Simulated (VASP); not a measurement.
Set up this calculation in VASP 6.6.1, as the native input.

- Task: single point
- Functional: LDA
- Potentials or basis: VASP PAW LDA potentials, release 64 (Ti_sv)
- Cutoff: 520 eV
- k mesh: 20 × 20 × 20
- Occupations: gaussian, width 0.15 eV
- Spin: no spin polarisation
- Dipole correction: no
- Further INCAR settings: ALGO = Fast; EDIFF = 1e-06; NBANDS = 12

The structure of Ti lies in POSCAR:

```
Ti
1.0
   -1.7148450000      1.7148450000      1.6410000000
    1.7148450000     -1.7148450000      1.6410000000
    1.7148450000      1.7148450000     -1.6410000000
Ti
1
Direct
    0.0000000000      0.0000000000      0.0000000000
```

This cell differs from its parent crystal: strain +0.0450 x Voigt [1, 1, 0, 0, 0, 0].

One way to write it, as run:

INCAR

```
SYSTEM = Ti
ALGO = Fast
EDIFF = 1E-6
ENCUT = 520
GGA = CA
ISIF = 2
ISMEAR = 0
LASPH = .TRUE.
LCHARG = .TRUE.
LELF = .TRUE.
LREAL = .FALSE.
LVHAR = .TRUE.
LWAVE = .FALSE.
NBANDS = 12
NELM = 80
PREC = Accurate
SIGMA = 0.15
```

KPOINTS

```
k-points
0
G
  20 20 20
  0 0 0
```

Potentials or basis: VASP PAW LDA potentials, release 64 (Ti_sv).

Run with:

```bash
$ cat potpaw_LDA.64/Ti_sv/POTCAR > POTCAR
$ mpirun -np 1 vasp_std > vasp.out
```

Results of the run:

* Pressure: -16.8 GPa
* Band gap on the k mesh: zero (band 6 reaches 7.65 eV, above the bottom of band 7 at 6.23 eV)

Caveat: the cell differs from its parent crystal (strain +0.0450 x Voigt [1, 1, 0, 0, 0, 0]).

It took 3 min on 1 thread of Intel(R) Xeon(R) Platinum 8259CL CPU @ 2.50GHz (Skylake/Cascade Lake), with other jobs on the host, peak memory 0.25 GiB.
